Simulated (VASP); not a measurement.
MoSe:

```
CELL_PARAMETERS angstrom
3.50023 0.00000 0.00000
0.00000 3.50023 0.00000
0.00000 0.00000 3.50023
ATOMIC_POSITIONS crystal
Mo 0.00000 0.00000 0.00000
Se 0.50000 0.50000 0.50000
```

- Program: VASP 6.6.1
- Task: relaxation of cell and atoms
- Functional: HF
- Potentials or basis: VASP PAW PBE potentials, release 64 (Mo_sv, Se)
- Cutoff: 600 eV
- k mesh: 4 × 4 × 4
- Occupations: fermi-dirac, width 0.05 eV
- Spin: no spin polarisation

At the start: pressure -2.7 GPa; volume 21.44 Å³/atom.

Question: Where does the relaxation end?

Answer: Over 3 steps the energy falls by 6.5 meV/atom and the volume is 20.69 Å³/atom (-3.5 %); space group Pm-3m (No. 221, to 0.1 Å) before and after.

The path:
| step | energy change (eV) | largest force (eV/Å) | pressure (GPa) | volume (Å³) |
| --- | --- | --- | --- | --- |
| 1 | 0.0000 | 0.0000 | -2.69 | 42.88 |
| 2 | -0.0100 | 0.0000 | 1.38 | 40.69 |
| 3 | -0.0131 | 0.0000 | 0.02 | 41.38 |

Final structure:
```xyz
2
Lattice="3.4588 0.0000 0.0000 0.0000 3.4588 0.0000 0.0000 0.0000 3.4588" Properties=species:S:1:pos:R:3 pbc="T T T"
Mo    0.0000    0.0000    0.0000
Se    1.7294    1.7294    1.7294
```

Caveat: the k points lie up to 0.45 Å⁻¹ apart in the final cell; the PAW data sets were made with another functional, which shifts forces and pressure a little.
